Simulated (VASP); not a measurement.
# MnS (F-43m) in VASP: single point with PBE

Aim: the single point of MnS with PBE.

Program: VASP 6.6.1. These are calculated values, not measurements. Logs are shortened: lines on timing, memory, paths and dates and some standing lists are left out, and cuts for length are marked.

## Step 1: The cell of the first run

The structure is cubic, space group F-43m (No. 216). The conventional cell has a = 5.645 Å, b = 5.645 Å, c = 5.645 Å, α = 90.00°, β = 90.00°, γ = 90.00°. Within 3.2 Å of Mn (site symmetry -43m) lie 4 S at 2.44 Å. Within 3.2 Å of S (site symmetry -43m) lie 4 Mn at 2.44 Å.

## Step 2: Single point, PBE, collinear spin, ferromagnetic start

File INCAR:

```
SYSTEM = MnS
PREC = Accurate
ENCUT = 520
EDIFF = 1E-6
ISMEAR = 0
SIGMA = 0.05
LREAL = .FALSE.
LASPH = .TRUE.
NELM = 150
ALGO = Normal
ISIF = 2
LWAVE = .FALSE.
LCHARG = .FALSE.
ISPIN = 2
MAGMOM = 5 5 0 0
LORBIT = 11
LMAXMIX = 4
GGA = PE
NBANDS = 31
```

File KPOINTS:

```
Automatic mesh
0
G
  8 8 8
  0 0 0
```

File POSCAR:

```
MnS
1.0
   -2.8223248450     -2.8223248450      5.6446496900
   -5.6446496900     -2.8223248450      2.8223248450
   -2.8223248450     -5.6446496900      2.8223248450
Mn S
2 2
Direct
    0.0000000000      0.0000000000      0.0000000000
    0.5000000000      0.5000000000      0.5000000000
    0.6250000000     -0.3750000000     -0.3750000000
    1.1250000000      0.1250000000      0.1250000000
```

Potentials or basis: VASP PAW PBE potentials, release 64 (Mn_pv, S).

Launch:

```console
> cat potpaw_PBE.64/Mn_pv/POTCAR potpaw_PBE.64/S/POTCAR > POTCAR
> mpirun -np 1 vasp_std > vasp.out
```

OUTCAR:

```text
SYSTEM = MnS
   PREC = Accurate
   ENCUT = 520
   EDIFF = 1E-6
   ISMEAR = 0
   LREAL = .FALSE.
   LASPH = .TRUE.
   NELM = 150
   ISIF = 2
   ISPIN = 2
   LORBIT = 11
   GGA = PE

 ion  position               nearest neighbor table
   1  0.000  0.000  0.000-   3 2.44   3 2.44   3 2.44   4 2.44
   2  0.500  0.500  0.500-   4 2.44   4 2.44   4 2.44   3 2.44
   3  0.625  0.625  0.625-   2 2.44   1 2.44   1 2.44   1 2.44
   4  0.125  0.125  0.125-   1 2.44   2 2.44   2 2.44   2 2.44

  LATTYP: Found a trigonal (rhomboedric) cell.
 ALAT       =     6.9132557586
 COS(alpha) =     0.8333333333

  Lattice vectors:

 A1 = (  -2.8223248450,  -2.8223248450,   5.6446496900)
 A2 = (  -5.6446496900,  -2.8223248450,   2.8223248450)
 A3 = (  -2.8223248450,  -5.6446496900,   2.8223248450)

Analysis of symmetry for initial positions (statically):
=====================================================================
 Subroutine PRICEL returns following result:

  LATTYP: Found a face centered cubic cell.
 ALAT       =     5.6446496900
[... 12 lines left out ...]
 Subroutine GETGRP returns: Found  6 space group operations
 (whereof  6 operations were pure point group operations)
 out of a pool of 12 trial point group operations.

The static configuration has the point symmetry C_3v.

Analysis of symmetry for dynamics (positions and initial velocities):
=====================================================================
 Subroutine PRICEL returns following result:

  LATTYP: Found a face centered cubic cell.
 ALAT       =     5.6446496900
[... 12 lines left out ...]
 Subroutine GETGRP returns: Found  6 space group operations
 (whereof  6 operations were pure point group operations)
 out of a pool of 12 trial point group operations.

The dynamic configuration has the point symmetry C_3v.

Analysis of structural, dynamic, and magnetic symmetry:
=====================================================================
 Subroutine PRICEL returns following result:

  LATTYP: Found a face centered cubic cell.
 ALAT       =     5.6446496900
[... 12 lines left out ...]
 Subroutine GETGRP returns: Found  6 space group operations
 (whereof  6 operations were pure point group operations)
 out of a pool of 12 trial point group operations.

The overall configuration has the point symmetry C_3v.

 Subroutine INISYM returns: Found  6 space group operations
 (whereof  6 operations are pure point group operations),
 and found     2 'primitive' translations

----------------------------------------------------------------------------------------

                                     Primitive cell

  volume of cell :      44.9626

  direct lattice vectors                    reciprocal lattice vectors
[... 121 lines left out ...]
  volume of cell :       89.93
 maximum number of plane-waves:      2443
 NGX is ok and might be reduce to    54
   NGX = 25   NGY = 25   NGZ = 25

 number of electron      38.0000000 magnetization      10.0000000

 number of electron      37.9999991 magnetization       9.9625210

 Free energy of the ion-electron system (eV)
  ---------------------------------------------------
  ext. energy  EPLUGINS =         0.00000000
  ---------------------------------------------------
  free energy    TOTEN  =       -28.17134732 eV

  energy without entropy =      -28.16989463  energy(sigma->0) =      -28.17062098

 E-fermi :   4.3689     XC(G=0):  -9.1987

 val. band max:        4.3304439794   @ k =   0.2500   0.2500   0.1250
 cond. band min:       4.3965675760   @ k =  -0.2500   0.2500   0.0000
 fundamental gap:      0.0661235966
 Fermi energy:         4.3688826694

 spin component 1

 k-point     1 :       0.0000    0.0000    0.0000
  band No.  band energies     occupation
      1     -46.4867      1.00000
      2     -46.4852      1.00000
      3     -46.4852      1.00000
      4     -46.4848      1.00000
      5     -46.4848      1.00000
      6     -46.4838      1.00000
[... 805 lines left out ...]
     30      11.2150      0.00000
     31      11.4530      0.00000

 [... further k-points ...]

 spin component 2

 k-point     1 :       0.0000    0.0000    0.0000
  band No.  band energies     occupation
      1     -41.8471      1.00000
      2     -41.8454      1.00000
      3     -41.8454      1.00000
      4     -41.8448      1.00000
      5     -41.8448      1.00000
      6     -41.8429      1.00000
[... 805 lines left out ...]
     30      12.1955      0.00000
     31      12.4341      0.00000

 [... further k-points ...]

------------------------ aborting loop because EDIFF is reached ----------------------------------------

  FORCE on cell =-STRESS in cart. coord.  units (eV):
  Direction    XX          YY          ZZ          XY          YZ          ZX
  --------------------------------------------------------------------------------------
  -------------------------------------------------------------------------------------
  Total        0.0706193      0.0706193      0.0706193      0.0044198     -0.0044198     -0.0044198
  in kB        1.2582091      1.2582091      1.2582091      0.0787467     -0.0787467     -0.0787467
  external PRESSURE =       1.2582091 kB  Pullay stress =       0.0000000 kB

 VOLUME and BASIS-vectors are now :
 -----------------------------------------------------------------------------
  energy-cutoff  :      520.00
  volume of cell :       89.93
      direct lattice vectors                 reciprocal lattice vectors
    -2.822324845 -2.822324845  5.644649690     0.088579456  0.088579456  0.265738369
    -5.644649690 -2.822324845  2.822324845    -0.265738369  0.088579456 -0.088579456
    -2.822324845 -5.644649690  2.822324845     0.088579456 -0.265738369 -0.088579456

 POSITION                                       TOTAL-FORCE (eV/Angst)
 -----------------------------------------------------------------------------------
      0.00000      0.00000      0.00000         0.001207      0.001207     -0.001207
     -5.64465     -5.64465      5.64465         0.001207      0.001207     -0.001207
     -7.05581     -7.05581      7.05581        -0.001207     -0.001207      0.001207
     -1.41116     -1.41116      1.41116        -0.001207     -0.001207      0.001207
 -----------------------------------------------------------------------------------
    total drift:                                0.000166      0.000166     -0.000166

  FREE ENERGIE OF THE ION-ELECTRON SYSTEM (eV)
  ---------------------------------------------------
  free  energy   TOTEN  =       -28.1713473205 eV

  energy  without entropy=      -28.1698946324  energy(sigma->0) =      -28.17062098

 total charge

# of ion       s       p       d       tot
------------------------------------------
    1        0.257   6.203   4.892  11.352
    2        0.257   6.203   4.892  11.352
    3        1.314   2.445   0.000   3.759
    4        1.314   2.445   0.000   3.759
--------------------------------------------------
tot          3.141  17.297   9.784  30.222

 magnetization (x)

# of ion       s       p       d       tot
------------------------------------------
    1        0.049   0.064   4.259   4.373
    2        0.049   0.064   4.259   4.373
    3        0.012   0.082   0.000   0.094
    4        0.012   0.082   0.000   0.094
--------------------------------------------------
tot          0.122   0.293   8.519   8.933
```

It took 18 min on 1 thread of Intel Xeon Platinum 8259CL at 2.50GHz (Skylake/Cascade Lake), shared host; peak memory 0.65 GiB.

What came out:

```yaml
Free_energy: -28.1713 eV
Pressure: 0.1 GPa
Band_gap_on_the_k_mesh: zero (filled and empty bands overlap)
Net_moment: 9.96 μB per cell
Site_moments: Mn +4.37; S +0.09 μB
Valence_electrons_inside_the_program's_atomic_spheres: Mn 11.35; S 3.76
```

Caveat: semilocal functionals often make such compounds metallic where correlation or magnetic order opens a gap, which also shifts bond lengths; the run started ferromagnetic, and an antiferromagnetic order may lie lower in energy. With open d or f shells a metallic result of PBE can be an artefact of self-interaction; +U or a hybrid may open a gap.

The gap in the log of VASP goes by the Fermi energy; the results here count the filled bands.